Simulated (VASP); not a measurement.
**H2PbO3: single point with PBE**

The system is H2PbO3.

```xyz
6
Lattice="4.8283 0.0000 0.0000 -2.4142 4.1814 0.0000 0.0000 0.0000 3.3913" Properties=species:S:1:pos:R:3 pbc="T T T"
H     2.4142    1.3938    3.2662
H     0.0000    2.7876    3.2662
Pb    0.0000    0.0000    3.0142
O     1.2071    2.0907    1.5583
O     2.4142    0.0000    1.5583
O    -1.2071    2.0907    1.5583
```

The cell was generated, and may not be a known phase.

```yaml
Program: VASP 6.6.1
Task: single point
Functional: PBE
Potentials_or_basis: VASP PAW PBE potentials, release 64 (H, Pb_d, O)
Cutoff: 520 eV
k_mesh: 6 × 6 × 6
Occupations: gaussian, width 0.1 eV
Spin: no spin polarisation
Dipole_correction: no
Further_INCAR_settings: ALGO = Normal; EDIFF = 1e-06; NBANDS = 26
```

```
Pressure               : -13.8 GPa
Largest force          : 0.399 eV/Å
Band gap on the k mesh : zero (bands 17 and 18 overlap by 0.75 eV)
```

Forces on the atoms (eV/Å):
```
H    0.000  0.000  0.132
H    0.000  0.000  0.132
Pb   0.000  0.000 -0.399
O    0.000  0.000  0.045
O    0.000  0.000  0.045
O    0.000  0.000  0.045
```

Stress tensor (GPa, compression positive):
```
 -8.91   0.00   0.00
  0.00  -8.91   0.00
  0.00   0.00 -23.65
```

Levels at points of the mesh, in eV from the Fermi level:
```tsv
k point	band 14	band 15	band 16	band 17	band 18	band 19	band 20	band 21
(0.00, 0.00, 0.00)	-1.04	-1.04	-0.74	0.04	0.51	0.51	1.87	5.18
(0.50, 0.00, 0.00)	-1.62	-1.42	-1.04	-0.97	-0.25	0.46	1.11	4.26
(0.00, 0.00, 0.50)	-1.92	-1.92	-0.55	0.11	0.37	0.59	0.59	2.91
(0.50, 0.00, 0.50)	-2.34	-1.75	-1.61	-1.34	0.50	1.46	2.26	2.52
```

Run time: 19 s on 1 thread of Intel(R) Xeon(R) 6975P-C (Granite Rapids) (shared host), peak memory 0.2 GiB.

Caveat: the stress differs along the axes, from -24 to -9 GPa; spin-orbit coupling is left out, which moves the levels of the heavy elements.
